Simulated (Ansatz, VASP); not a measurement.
# One calculation of C, two programs

```
C
1.0
     0.00000    1.43018    1.43018
     1.43018    0.00000    1.43018
     1.43018    1.43018    0.00000
C
1
Direct
  0.00000 0.00000 0.00000
```

Change from the starting cell: volume scaled by 0.8, LAPW.

Alike in both runs: task single point; functional PBE; k mesh 22 × 22 × 22; occupations fermi-dirac, width 0.1 eV; no spin polarisation.

```csv
,VASP,Ansatz
version,VASP 6.6.1,Ansatz 0.2.0
potentials or method,"VASP PAW PBE potentials, release 64 (C), cutoff 520 eV","all-electron LAPW, scalar-relativistic"
```

VASP gave:

* pressure (GPa): 51.1

Task: Estimate Ansatz's values.

Result: Pressure (GPa): 50.8.

Both programs put the cell under a high pressure, so it lies far from rest at this level. Ansatz ran all-electron here, and VASP with PAW potentials.
